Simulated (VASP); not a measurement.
# KF (Fm-3m) in VASP: further runs, part 2 of 2

VASP 6.6.1.

## 4. Single point, LDA

This run uses another cell than the first one, of 18.59 Å³/atom, 1.063 times its volume.

INCAR reads:

```
SYSTEM = KF
PREC     = Accurate       ! precision mode
ENCUT    = 520            ! plane-wave cutoff, eV
EDIFF    = 1E-7           ! SCF threshold, eV
ISMEAR   = 0              ! smearing method
SIGMA    = 0.05           ! smearing width, eV
LREAL    = .False.        ! projectors in reciprocal space
LASPH    = .True.         ! aspherical terms in the spheres
NELM     = 60             ! most SCF steps
ALGO     = Normal         ! electronic algorithm
ISIF     = 2              ! what is computed and relaxed
LWAVE    = .False.        ! write WAVECAR
LCHARG   = .False.        ! write CHGCAR
GGA      = CA             ! functional
NBANDS   = 15             ! bands
```

KPOINTS reads:

```
Automatic mesh
0
Gamma
  8 8 8
  0 0 0
```

POSCAR reads:

```
KF
1.0
    0.0000000000      2.6488306221      2.6488306221
    2.6488306221      0.0000000000      2.6488306221
    2.6488306221      2.6488306221      0.0000000000
K F
1 1
Direct
    0.0000000000      0.0000000000      0.0000000000
    0.5000000000      0.5000000000      0.5000000000
```

Potentials or basis: VASP PAW LDA potentials, release 64 (K_sv, F).

Launch:

```console
> cat potpaw_LDA.64/K_sv/POTCAR potpaw_LDA.64/F/POTCAR > POTCAR
> mpirun -np 1 vasp_std > vasp.out
```

OUTCAR:

```text
SYSTEM = KF
   PREC = Accurate
   ENCUT = 520
   EDIFF = 1E-7
   ISMEAR = 0
   LREAL = .False.
   LASPH = .True.
   NELM = 60
   ISIF = 2
   GGA = CA

 ion  position               nearest neighbor table
   1  0.000  0.000  0.000-   2 2.65   2 2.65   2 2.65   2 2.65   2 2.65   2 2.65
   2  0.500  0.500  0.500-   1 2.65   1 2.65   1 2.65   1 2.65   1 2.65   1 2.65

  LATTYP: Found a face centered cubic cell.
 ALAT       =     5.2976612442

  Lattice vectors:

 A1 = (   0.0000000000,   2.6488306221,   2.6488306221)
 A2 = (   2.6488306221,   0.0000000000,   2.6488306221)
 A3 = (   2.6488306221,   2.6488306221,   0.0000000000)

Analysis of symmetry for initial positions (statically):
=====================================================================
 Subroutine PRICEL returns:
 Original cell was already a primitive cell.

 Routine SETGRP: Setting up the symmetry group for a
 face centered cubic supercell.

 Subroutine GETGRP returns: Found 48 space group operations
 (whereof 48 operations were pure point group operations)
 out of a pool of 48 trial point group operations.

The static configuration has the point symmetry O_h .

Analysis of symmetry for dynamics (positions and initial velocities):
=====================================================================
 Subroutine PRICEL returns:
 Original cell was already a primitive cell.

 Routine SETGRP: Setting up the symmetry group for a
 face centered cubic supercell.

 Subroutine GETGRP returns: Found 48 space group operations
 (whereof 48 operations were pure point group operations)
 out of a pool of 48 trial point group operations.

The dynamic configuration has the point symmetry O_h .

 Subroutine INISYM returns: Found 48 space group operations
 (whereof 48 operations are pure point group operations),
 and found     1 'primitive' translations

----------------------------------------------------------------------------------------

                                     Primitive cell

  volume of cell :      37.1700

  direct lattice vectors                    reciprocal lattice vectors
     0.000000000  2.648830622  2.648830622    -0.188762541  0.188762541  0.188762541
[... 121 lines left out ...]
 maximum number of plane-waves:      1012
   NGX = 13   NGY = 13   NGZ = 13

 number of electron      16.0000014 magnetization

 Free energy of the ion-electron system (eV)
  ---------------------------------------------------
  ext. energy  EPLUGINS =         0.00000000
  ---------------------------------------------------
  free energy    TOTEN  =        -9.05168024 eV

  energy without entropy =       -9.05168024  energy(sigma->0) =       -9.05168024

 E-fermi :  -2.9412     XC(G=0):  -9.2438

 val. band max:       -3.1606437464   @ k =   0.0000   0.0000   0.0000
 cond. band min:       2.7634145554   @ k =   0.0000   0.0000   0.0000
 fundamental gap:      5.9240583018
 Fermi energy:        -2.9412058527

 k-point     1 :       0.0000    0.0000    0.0000
  band No.  band energies     occupation
      1     -28.7246      2.00000
      2     -21.3908      2.00000
      3     -12.1757      2.00000
      4     -12.1757      2.00000
      5     -12.1757      2.00000
      6      -3.1606      2.00000
      7      -3.1606      2.00000
      8      -3.1606      2.00000
      9       2.7634      0.00000
     10       7.4218      0.00000
     11       7.4218      0.00000
     12       7.4218      0.00000
     13       9.1917      0.00000
     14       9.1917      0.00000
[... 401 lines left out ...]
      2     -21.4770      2.00000
      3     -12.5462      2.00000
      4     -12.4314      2.00000
      5     -12.2572      2.00000
      6      -3.7834      2.00000
      7      -3.4638      2.00000
      8      -3.4329      2.00000
      9       6.0457      0.00000
     10       6.7366      0.00000
     11       8.5268      0.00000
     12       9.6106      0.00000
     13      10.9442      0.00000
     14      11.9787      0.00000
     15      12.1699      0.00000

 [... further k-points ...]

------------------------ aborting loop because EDIFF is reached ----------------------------------------

  FORCE on cell =-STRESS in cart. coord.  units (eV):
  Direction    XX          YY          ZZ          XY          YZ          ZX
  --------------------------------------------------------------------------------------
  -------------------------------------------------------------------------------------
  Total       -0.6204482     -0.6204482     -0.6204482      0.0000000      0.0000000     -0.0000000
  in kB      -26.7438281    -26.7438281    -26.7438281      0.0000000      0.0000000     -0.0000000
  external PRESSURE =     -26.7438281 kB  Pullay stress =       0.0000000 kB

 VOLUME and BASIS-vectors are now :
 -----------------------------------------------------------------------------
  energy-cutoff  :      520.00
  volume of cell :       37.17
      direct lattice vectors                 reciprocal lattice vectors
     0.000000000  2.648830622  2.648830622    -0.188762541  0.188762541  0.188762541
     2.648830622  0.000000000  2.648830622     0.188762541 -0.188762541  0.188762541
     2.648830622  2.648830622  0.000000000     0.188762541  0.188762541 -0.188762541

 POSITION                                       TOTAL-FORCE (eV/Angst)
 -----------------------------------------------------------------------------------
      0.00000      0.00000      0.00000         0.000000      0.000000      0.000000
      2.64883      2.64883      2.64883        -0.000000     -0.000000     -0.000000
 -----------------------------------------------------------------------------------
    total drift:                                0.000000      0.000000      0.000000

  FREE ENERGIE OF THE ION-ELECTRON SYSTEM (eV)
  ---------------------------------------------------
  free  energy   TOTEN  =        -9.0516802419 eV

  energy  without entropy=       -9.0516802419  energy(sigma->0) =       -9.05168024
```

stdout:

```text
POSCAR found type information on POSCAR K F
 POSCAR found :  2 types and       2 ions
 scaLAPACK will be used
 LDA part: xc-table for (Slater(with rela. corr.)+CA(PZ))
 , standard interpolation
 POSCAR, INCAR and KPOINTS ok, starting setup
 FFT: planning ... GRIDC
 FFT: planning ... GRID_SOFT
 FFT: planning ... GRID
 WAVECAR not read
 entering main loop
```

It took 14 s on 1 thread of Intel Xeon Platinum 8375C at 2.90GHz (Ice Lake), shared host; peak memory 0.14 GiB.

Results:

| Property | Result |
| --- | --- |
| Free energy | -9.0517 eV |
| Pressure | -2.7 GPa |
| Band gap on the k mesh | 5.92 eV, direct |

A k mesh can miss the band edges. As with any semilocal functional, this LDA gap is likely too small.

## 5. Single point, LDA

This run uses another cell than the first one, of 18.03 Å³/atom, 1.032 times its volume.

INCAR reads:

```
PREC = Accurate
ENCUT = 520
EDIFF = 1E-6
ISMEAR = 0
SIGMA = 0.05
LREAL = F
LASPH = T
NELM = 100
ALGO = Normal
ISIF = 2
LWAVE = F
LCHARG = F
NBANDS = 15
```

KPOINTS reads:

```
Automatic mesh
0
Gamma
  8 8 8
```

POSCAR reads:

```
KF
1.0
    0.0000000000      2.6223904528      2.6223904528
    2.6223904528      0.0000000000      2.6223904528
    2.6223904528      2.6223904528      0.0000000000
K F
1 1
Direct
    0.0000000000      0.0000000000      0.0000000000
    0.5000000000      0.5000000000      0.5000000000
```

Launch:

```console
> cat potpaw_LDA.64/K_sv/POTCAR potpaw_LDA.64/F/POTCAR > POTCAR
> mpirun -np 1 vasp_std > vasp.out
```

It took 15 s on 1 thread of Intel Xeon Platinum 8375C at 2.90GHz (Ice Lake), shared host; peak memory 0.15 GiB.

Results (log left out):

| Property | Result |
| --- | --- |
| Free energy | -9.0655 eV |
| Pressure | -1.7 GPa |
| Band gap on the k mesh | 6.08 eV, direct |

Levels at points of the mesh, in eV from the valence-band top:
```csv
k point,band 6,band 7,band 8,band 9,band 10,band 11
"(0.00, 0.00, 0.00)",0.00,0.00,0.00,6.08,10.66,10.66
"(0.50, 0.00, 0.00)",-0.91,-0.42,-0.42,9.01,10.63,12.23
"(0.50, 0.50, 0.00)",-0.18,-0.04,-0.04,7.93,10.43,11.84
```

A k mesh can miss the band edges.

## 6. Summary

```tsv
cell	gap on the mesh (eV)	pressure (GPa)
a = 3.670 Å, angles 60.0°, 2 atoms	6.25	-0.5
a = 3.690 Å, angles 60.0°, 2 atoms	6.17	-1.1
a = 3.746 Å, angles 60.0°, 2 atoms	5.92	-2.7
a = 3.709 Å, angles 60.0°, 2 atoms	6.08	-1.7
```

Alike in all rows: task single point; level LDA; potentials or basis VASP PAW LDA potentials, release 64 (K_sv, F); no spin polarisation; k mesh 8 × 8 × 8; cutoff (eV) 520; smearing gaussian 0.05 eV.

Total energies depend on the potentials used, so only differences within one code and one set of settings carry meaning.
